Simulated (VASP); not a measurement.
# BeCd2Te3 (P6/mmm) in VASP: a series of runs

The runs below take BeCd2Te3 through single point, with PBE.

Everything below comes from runs of VASP 6.6.1. Logs are shortened: lines on timing, memory, paths and dates and some standing lists are left out, and cuts for length are marked.

### Step 1. The cell of the first run

Symmetry: P6/mmm, No. 191, hexagonal system. The conventional cell has a = 6.621 Å, b = 6.621 Å, c = 4.543 Å, α = 90.00°, β = 90.00°, γ = 120.00°. Within 5.3 Å of Be (site symmetry 6/mmm) lie 12 Te at 4.01 Å and 12 Cd at 4.45 Å and 2 Be at 4.54 Å. Within 2.5 Å of Cd (site symmetry -6m2) lie 3 Te at 1.91 Å. Te (site symmetry mmm) has 2 Cd at 1.91 Å within 2.5 Å.

The cell was generated, and may not be a known phase.

### Step 2. Single point, PBE

Contents of INCAR:

```
SYSTEM = BeCd2Te3
PREC = Accurate
ENCUT = 600
EDIFF = 1E-6
ISMEAR = 0
SIGMA = 0.1
LREAL = .False.
LASPH = .True.
NELM = 120
ALGO = Normal
ISIF = 2
LWAVE = .False.
LCHARG = .False.
GGA = PE
NBANDS = 31
GGA_COMPAT = .False.
```

Contents of KPOINTS:

```
Automatic mesh
0
Gamma
  3 3 4
  0 0 0
```

Contents of POSCAR:

```
BeCd2Te3
1.0
    6.6213314400      0.0000000000      0.0000000000
   -3.3106657200      5.7342412400      0.0000000000
    0.0000000000      0.0000000000      4.5426472400
Be Cd Te
1 2 3
Direct
    0.0000000000      0.0000000000      0.0000000000
    0.3333333300      0.6666666700      0.5000000000
    0.6666666700      0.3333333300      0.5000000000
    0.5000000000      0.0000000000      0.5000000000
    0.0000000000      0.5000000000      0.5000000000
    0.5000000000      0.5000000000      0.5000000000
```

Potentials or basis: VASP PAW PBE potentials, release 64 (Be, Cd, Te).

The run is started by

```
> cat potpaw_PBE.64/Be/POTCAR potpaw_PBE.64/Cd/POTCAR potpaw_PBE.64/Te/POTCAR > POTCAR
> mpirun -np 1 vasp_std > vasp.out
```

OUTCAR:

```text
SYSTEM = BeCd2Te3
   PREC = Accurate
   ENCUT = 600
   EDIFF = 1E-6
   ISMEAR = 0
   LREAL = .False.
   LASPH = .True.
   NELM = 120
   ISIF = 2
   GGA = PE

 ion  position               nearest neighbor table
   1  0.000  0.000  0.000-
   2  0.333  0.667  0.500-   5 1.91   4 1.91   6 1.91
   3  0.667  0.333  0.500-   5 1.91   4 1.91   6 1.91
   4  0.500  0.000  0.500-   2 1.91   3 1.91   5 3.31   6 3.31   6 3.31   5 3.31
   5  0.000  0.500  0.500-   2 1.91   3 1.91   6 3.31   6 3.31   4 3.31   4 3.31
   6  0.500  0.500  0.500-   2 1.91   3 1.91   5 3.31   5 3.31   4 3.31   4 3.31

  LATTYP: Found a hexagonal cell.
 ALAT       =     6.6213314400
 C/A-ratio  =     0.6860625059

  Lattice vectors:

 A1 = (   6.6213314400,   0.0000000000,   0.0000000000)
 A2 = (  -3.3106657200,   5.7342412400,   0.0000000000)
 A3 = (   0.0000000000,   0.0000000000,   4.5426472400)

Analysis of symmetry for initial positions (statically):
=====================================================================
 Subroutine PRICEL returns:
 Original cell was already a primitive cell.

 Routine SETGRP: Setting up the symmetry group for a
 hexagonal supercell.

 Subroutine GETGRP returns: Found 24 space group operations
 (whereof 24 operations were pure point group operations)
 out of a pool of 24 trial point group operations.

The static configuration has the point symmetry D_6h.

Analysis of symmetry for dynamics (positions and initial velocities):
=====================================================================
 Subroutine PRICEL returns:
 Original cell was already a primitive cell.

 Routine SETGRP: Setting up the symmetry group for a
 hexagonal supercell.

 Subroutine GETGRP returns: Found 24 space group operations
 (whereof 24 operations were pure point group operations)
 out of a pool of 24 trial point group operations.

The dynamic configuration has the point symmetry D_6h.

 Subroutine INISYM returns: Found 24 space group operations
 (whereof 24 operations are pure point group operations),
 and found     1 'primitive' translations

----------------------------------------------------------------------------------------

                                     Primitive cell

  volume of cell :     172.4766

  direct lattice vectors                    reciprocal lattice vectors
     6.621331440  0.000000000  0.000000000     0.151027027  0.087195494  0.000000000
    -3.310665720  5.734241240  0.000000000     0.000000000  0.174390989  0.000000000
     0.000000000  0.000000000  4.542647240     0.000000000  0.000000000  0.220135958

  length of vectors
     6.621331440  6.621331445  4.542647240     0.174390989  0.174390989  0.220135958

  position of ions in fractional coordinates (direct lattice)
     0.000000000  0.000000000  0.000000000
     0.333333330  0.666666670  0.500000000
     0.666666670  0.333333330  0.500000000
     0.500000000  0.000000000  0.500000000
     0.000000000  0.500000000  0.500000000
     0.500000000  0.500000000  0.500000000

  ion indices of the primitive-cell ions
   primitive index   ion index
                 1           1
                 2           2
                 3           3
                 4           4
                 5           5
                 6           6

----------------------------------------------------------------------------------------

 KPOINTS: Automatic mesh

Automatic generation of k-mesh.
 Grid dimensions read from file:
 generate k-points for:    3    3    4

 Generating k-lattice:

  Cartesian coordinates                     Fractional coordinates (reciprocal lattice)
     0.050342342  0.029065165  0.000000000     0.333333333  0.000000000  0.000000000
     0.000000000  0.058130330  0.000000000     0.000000000  0.333333333  0.000000000
     0.000000000  0.000000000  0.055033989     0.000000000  0.000000000  0.250000000

  Length of vectors
     0.058130330  0.058130330  0.055033989

  Shift w.r.t. Gamma in fractional coordinates (k-lattice)
     0.000000000  0.000000000  0.000000000

 Subroutine IBZKPT returns following result:
 ===========================================

 Found      9 irreducible k-points:

 Following reciprocal coordinates:
            Coordinates               Weight
  0.000000  0.000000  0.000000      1.000000
  0.333333  0.000000  0.000000      6.000000
  0.333333  0.333333  0.000000      2.000000
  0.000000  0.000000  0.250000      2.000000
  0.333333  0.000000  0.250000     12.000000
  0.333333  0.333333  0.250000      4.000000
  0.000000  0.000000  0.500000      1.000000
  0.333333  0.000000  0.500000      6.000000
  0.333333  0.333333  0.500000      2.000000
   k-points           NKPTS =      9   k-points in BZ     NKDIM =      9   number of bands    NBANDS=     31
   number of dos      NEDOS =    301   number of ions     NIONS =      6
   total plane-waves  NPLWV = 104976
   dimension x,y,z NGX =    54 NGY =   54 NGZ =   36
   dimension x,y,z NGXF=   108 NGYF=  108 NGZF=   72
   ions per type =               1   2   3
   NGX,Y,Z   is equivalent  to a cutoff of  13.56, 13.56, 13.17 a.u.
   NGXF,Y,Z  is equivalent  to a cutoff of  27.12, 27.12, 26.35 a.u.
 SYSTEM =  BeCd2Te3
   PREC   = accura    normal or accurate (medium, high low for compatibility)
   ISTART =      0    job   : 0-new  1-cont  2-samecut
   ICHARG =      2    charge: 1-file 2-atom 10-const
   ISPIN  =      1    spin polarized calculation?
   LNONCOLLINEAR =      F non collinear calculations
   LSORBIT =      F    spin-orbit coupling
   LASPH  =      T    aspherical Exc in radial PAW
   ENCUT  =  600.0 eV  44.10 Ry    6.64 a.u.  13.22 13.22  9.07*2*pi/ulx,y,z
   NELM   =    120;   NELMIN=  2; NELMDL= -5     # of ELM steps
   EDIFF  = 0.1E-05   stopping-criterion for ELM
   LREAL  =      F    real-space projection
   EDIFFG = 0.1E-04   stopping-criterion for IOM
   NSW    =      0    number of steps for IOM
   IBRION =     -1    ionic relax: 0-MD 1-quasi-New 2-CG
   NFREE  =      0    steps in history (QN), initial steepest desc. (CG)
   ISIF   =      2    stress and relaxation
   ISYM   =      2    0-nonsym 1-usesym 2-fastsym
   POTIM  = 0.5000    time-step for ionic-motion
   TEBEG  =    0.0;   TEEND  =   0.0 temperature during run
   PSTRESS=    0.0 pullay stress
   NELECT =      44.0000    total number of electrons
   NUPDOWN=      -1.0000    fix difference up-down
   EMIN   =  10.00;   EMAX   =-10.00  energy-range for DOS
   EFERMI =   0.00;   METHOD = LEGACY
   ISMEAR =     0;   SIGMA  =   0.10  broadening in eV -4-tet -1-fermi 0-gaus
   EFERMI_NEDOS =   21; number of points for ismear=-14 and -15
   IALGO  =     38    algorithm
   IMIX   =      4    mixing-type and parameters
     AMIX     =   0.40;   BMIX     =  1.00
     AMIX_MAG =   1.60;   BMIX_MAG =  1.00
  volume/ion in A,a.u.               =      28.75       193.99
  Fermi-wavevector in a.u.,A,eV,Ry     =   1.038283  1.962070 14.667502  1.078031
  Thomas-Fermi vector in A             =   2.172760
   LORBIT       =      0    0 simple, 1 ext, 2 COOP (PROOUT), +10 PAW based schemes
   GGA     = PE    functional components
   LHFCALC =     F    Hartree Fock is set to
   AEXX    =    0.0000 exact exchange contribution
   IVDW    =     0    specifies the selected vdW correction
   LEPSILON=     F    determine dielectric tensor
   LRPA    =     F    only Hartree local field effects (RPA)
 non-spin polarized calculation
 Gauss-broadening in eV      SIGMA  =   0.10
  energy-cutoff  :      600.00
  volume of cell :      172.48
 maximum number of plane-waves:      5790
 NGX is ok and might be reduce to    54
   NGX = 27   NGY = 27   NGZ = 19

 number of electron      44.0000007 magnetization

 Free energy of the ion-electron system (eV)
  ---------------------------------------------------
  ext. energy  EPLUGINS =         0.00000000
  ---------------------------------------------------
  free energy    TOTEN  =        34.13364790 eV

  energy without entropy =       34.15337425  energy(sigma->0) =       34.14351107

 E-fermi :   4.1335     XC(G=0):  -8.6113

 val. band max:        4.1036635319   @ k =   0.0000   0.0000   0.2500
 cond. band min:       4.1529242255   @ k =   0.0000   0.0000   0.5000
 fundamental gap:      0.0492606935
 Fermi energy:         4.1335092456

 k-point     1 :       0.0000    0.0000    0.0000
  band No.  band energies     occupation
      1     -12.1373      2.00000
      2     -11.8667      2.00000
      3     -11.8667      2.00000
      4     -11.6087      2.00000
      5     -11.6087      2.00000
      6     -10.0230      2.00000
[... 23 lines left out ...]
     30       9.9701      0.00000
     31       9.9701      0.00000

 k-point     2 :       0.3333    0.0000    0.0000
  band No.  band energies     occupation
      1     -12.1537      2.00000
      2     -12.0080      2.00000
      3     -11.9932      2.00000
      4     -11.3739      2.00000
      5     -11.1315      2.00000
      6     -10.3381      2.00000
[... 23 lines left out ...]
     30      10.5959      0.00000
     31      10.6429      0.00000

 k-point     3 :       0.3333    0.3333    0.0000
  band No.  band energies     occupation
      1     -12.1258      2.00000
      2     -12.0604      2.00000
      3     -12.0604      2.00000
      4     -11.1652      2.00000
      5     -10.7628      2.00000
      6     -10.7628      2.00000
[... 23 lines left out ...]
     30       9.8506      0.00000
     31       9.8506      0.00000

 k-point     4 :       0.0000    0.0000    0.2500
  band No.  band energies     occupation
      1     -12.1175      2.00000
      2     -11.8588      2.00000
      3     -11.8588      2.00000
      4     -11.6081      2.00000
      5     -11.6081      2.00000
      6     -10.0212      2.00000
[... 23 lines left out ...]
     30      11.0086      0.00000
     31      11.0086      0.00000

 k-point     5 :       0.3333    0.0000    0.2500
  band No.  band energies     occupation
      1     -12.1420      2.00000
      2     -12.0011      2.00000
      3     -11.9815      2.00000
      4     -11.3732      2.00000
      5     -11.1283      2.00000
      6     -10.3360      2.00000
[... 23 lines left out ...]
     30      10.6838      0.00000
     31      10.9627      0.00000

 k-point     6 :       0.3333    0.3333    0.2500
  band No.  band energies     occupation
      1     -12.1194      2.00000
      2     -12.0494      2.00000
      3     -12.0494      2.00000
      4     -11.1649      2.00000
      5     -10.7596      2.00000
      6     -10.7596      2.00000
[... 23 lines left out ...]
     30      10.0778      0.00000
     31      11.0652      0.00000

 k-point     7 :       0.0000    0.0000    0.5000
  band No.  band energies     occupation
      1     -12.0977      2.00000
      2     -11.8508      2.00000
      3     -11.8508      2.00000
      4     -11.6075      2.00000
      5     -11.6075      2.00000
      6     -10.0194      2.00000
[... 23 lines left out ...]
     30      11.2514      0.00000
     31      11.3541      0.00000

 k-point     8 :       0.3333    0.0000    0.5000
  band No.  band energies     occupation
      1     -12.1305      2.00000
      2     -11.9942      2.00000
      3     -11.9695      2.00000
      4     -11.3725      2.00000
      5     -11.1250      2.00000
      6     -10.3339      2.00000
[... 23 lines left out ...]
     30      10.6729      0.00000
     31      11.0685      0.00000

 k-point     9 :       0.3333    0.3333    0.5000
  band No.  band energies     occupation
      1     -12.1130      2.00000
      2     -12.0383      2.00000
      3     -12.0383      2.00000
      4     -11.1646      2.00000
      5     -10.7563      2.00000
      6     -10.7563      2.00000
[... 23 lines left out ...]
     30      10.2278      0.00000
     31      10.8171      0.00000

------------------------ aborting loop because EDIFF is reached ----------------------------------------

  FORCE on cell =-STRESS in cart. coord.  units (eV):
  Direction    XX          YY          ZZ          XY          YZ          ZX
  --------------------------------------------------------------------------------------
  -------------------------------------------------------------------------------------
  Total      180.8564216    180.8564220      0.0571721      0.0000000      0.0000000      0.0000000
  in kB     1680.0190869   1680.0190904      0.5310859      0.0000000      0.0000000      0.0000000
  external PRESSURE =    1120.1897544 kB  Pullay stress =       0.0000000 kB

 VOLUME and BASIS-vectors are now :
 -----------------------------------------------------------------------------
  energy-cutoff  :      600.00
  volume of cell :      172.48
      direct lattice vectors                 reciprocal lattice vectors
     6.621331440  0.000000000  0.000000000     0.151027027  0.087195494  0.000000000
    -3.310665720  5.734241240  0.000000000     0.000000000  0.174390989  0.000000000
     0.000000000  0.000000000  4.542647240     0.000000000  0.000000000  0.220135958

 POSITION                                       TOTAL-FORCE (eV/Angst)
 -----------------------------------------------------------------------------------
      0.00000      0.00000      0.00000         0.000000      0.000000      0.000000
     -0.00000      3.82283      2.27132        -0.000000      0.000000      0.000000
      3.31067      1.91141      2.27132         0.000000     -0.000000      0.000000
      3.31067      0.00000      2.27132         0.000000      0.000000      0.000000
     -1.65533      2.86712      2.27132         0.000000      0.000000      0.000000
      1.65533      2.86712      2.27132         0.000000      0.000000      0.000000
 -----------------------------------------------------------------------------------
    total drift:                                0.000000      0.000000      0.000000

  FREE ENERGIE OF THE ION-ELECTRON SYSTEM (eV)
  ---------------------------------------------------
  free  energy   TOTEN  =        34.1336479023 eV

  energy  without entropy=       34.1533742458  energy(sigma->0) =       34.14351107
```

Run time: 41 s. Hardware: 1 thread of Intel Xeon 6975P-C (Granite Rapids), shared host; peak memory 0.33 GiB.

Results:

| Property | Result |
| --- | --- |
| Free energy | 34.1336 eV |
| Pressure | 112.0 GPa |
| Band gap on the k mesh | zero (bands 22 and 23 overlap by 1.70 eV) |

Caveat: the k points lie up to 0.37 Å⁻¹ apart, too coarse for converged energies and pressures of a metal; atoms lie so close that the PAW spheres overlap strongly, which falsifies energies and pressures; spin-orbit coupling is left out, which moves the levels of the heavy elements.

### Step 3. Single point, PBE

This run uses another cell than the first one, of 44.13 Å³/atom.

Contents of INCAR:

```
PREC = Accurate ; ENCUT = 600
EDIFF = 1E-6 ; ISMEAR = 0
SIGMA = 0.1 ; LREAL = F
LASPH = T ; NELM = 120
ALGO = Normal ; ISIF = 2
LWAVE = F ; LCHARG = F
GGA = PE ; NBANDS = 31
GGA_COMPAT = F
```

Contents of KPOINTS:

```
regular mesh
0
Gamma
  3 3 4
```

Contents of POSCAR:

```
BeCd2Te3
1.0
    9.6760085707      0.0000000000      0.0000000000
   -4.8380042854      8.3796692295      0.0000000000
    0.0000000000      0.0000000000      3.2656106628
Be Cd Te
1 2 3
Direct
    0.0000000000      0.0000000000      0.0000000000
    0.3333333333      0.6666666667      0.5000000000
    0.6666666667      0.3333333333      0.5000000000
    0.5000000000      0.0000000000      0.5000000000
    0.0000000000      0.5000000000      0.5000000000
    0.5000000000      0.5000000000      0.5000000000
```

Potentials or basis: VASP PAW PBE potentials, release 64 (Be, Cd, Te).

The run is started by

```
> cat potpaw_PBE.64/Be/POTCAR potpaw_PBE.64/Cd/POTCAR potpaw_PBE.64/Te/POTCAR > POTCAR
> mpirun -np 1 vasp_std > vasp.out
```

Run time: 62 s. Hardware: 1 thread of Intel Xeon 6975P-C (Granite Rapids), shared host; peak memory 0.46 GiB.

Results (log left out):

```yaml
Free_energy: -10.7359 eV
Pressure: 0.2 GPa
Band_gap_on_the_k_mesh: zero (bands 22 and 23 overlap by 2.45 eV)
```

Stress tensor (GPa, compression positive):
```
0.24 0.00 0.00
0.00 0.24 0.00
0.00 0.00 0.03
```

Levels at points of the mesh, in eV from the Fermi level:
```csv
k point,band 18,band 19,band 20,band 21,band 22,band 23,band 24,band 25
"(0.00, 0.00, 0.00)",-2.10,-1.36,-1.36,-1.15,1.86,1.86,2.85,2.86
"(0.00, 0.00, 0.50)",-1.50,-1.50,0.02,0.13,0.13,0.17,0.27,0.45
```

Caveat: the k points lie up to 0.48 Å⁻¹ apart, too coarse for converged energies and pressures of a metal; spin-orbit coupling is left out, which moves the levels of the heavy elements.

### Step 4. Single point, PBE

This run uses another cell than the first one, of 45.01 Å³/atom.

Contents of INCAR:

```
  PREC = Accurate
  ENCUT = 600
  EDIFF = 1E-6
  ISMEAR = 0
  SIGMA = 0.1
  LREAL = False
  LASPH = True
  NELM = 120
  ALGO = Normal
  ISIF = 2
  LWAVE = False
  LCHARG = False
  GGA = PE
  NBANDS = 31
  GGA_COMPAT = False
```

Contents of KPOINTS:

```
Automatic mesh
0
Gamma
  3 3 6
```

POSCAR, as its differences from that of step 3:

```diff
@@ -2,5 +2,5 @@
 1.0
-    9.6760085707      0.0000000000      0.0000000000
-   -4.8380042854      8.3796692295      0.0000000000
-    0.0000000000      0.0000000000      3.2656106628
+   10.3875525917      0.0000000000      0.0000000000
+   -5.1937762959      8.9958844276      0.0000000000
+    0.0000000000      0.0000000000      2.8899996519
 Be Cd Te
```

The run is started by

```
> cat potpaw_PBE.64/Be/POTCAR potpaw_PBE.64/Cd/POTCAR potpaw_PBE.64/Te/POTCAR > POTCAR
> mpirun -np 1 vasp_std > vasp.out
```

Run time: 65 s. Hardware: 1 thread of Intel Xeon 6975P-C (Granite Rapids), shared host; peak memory 0.48 GiB.

It converged, with:

```yaml
Free_energy: -11.4019 eV
Pressure: 0.0 GPa
Band_gap_on_the_k_mesh: zero (bands 22 and 23 overlap by 2.34 eV)
```

Levels at points of the mesh, in eV from the Fermi level:
| k point | band 17 | band 18 | band 19 | band 20 | band 21 | band 22 | band 23 | band 24 | band 25 | band 26 |
| --- | --- | --- | --- | --- | --- | --- | --- | --- | --- | --- |
| (0.00, 0.00, 0.00) | -3.40 | -3.15 | -2.55 | -2.55 | -2.42 | 1.19 | 1.19 | 1.70 | 1.75 | 1.75 |
| (0.00, 0.00, 0.50) | -2.34 | -1.09 | -1.09 | -0.04 | -0.03 | 0.05 | 0.05 | 0.17 | 0.77 | 1.17 |

Caveat: the k points lie up to 0.36 Å⁻¹ apart, too coarse for converged energies and pressures of a metal; spin-orbit coupling is left out, which moves the levels of the heavy elements.

### Step 5. The runs side by side

| cell | k mesh | gap on the mesh (eV) | pressure (GPa) |
| --- | --- | --- | --- |
| a = 6.621, b = 6.621, c = 4.543 Å, angles 90.0, 90.0, 120.0°, 6 atoms | 3 × 3 × 4 | none | 112.0 |
| a = 9.676, b = 9.676, c = 3.266 Å, angles 90.0, 90.0, 120.0°, 6 atoms | 3 × 3 × 4 | none | 0.2 |
| a = 10.388, b = 10.388, c = 2.890 Å, angles 90.0, 90.0, 120.0°, 6 atoms | 3 × 3 × 6 | none | 0.0 |

Alike in all rows: task single point; level PBE; potentials or basis VASP PAW PBE potentials, release 64 (Be, Cd, Te); no spin polarisation; cutoff (eV) 600; smearing gaussian 0.1 eV.

Caveats: all runs use coarse meshes; spin-orbit coupling is left out, which moves the levels of the heavy elements; atoms lie so close that the PAW spheres overlap strongly, which falsifies energies and pressures (at least some runs).

Absolute energies hang on the potentials; compare differences alone.

The gap in the log of VASP goes by the Fermi energy; the results here count the filled bands.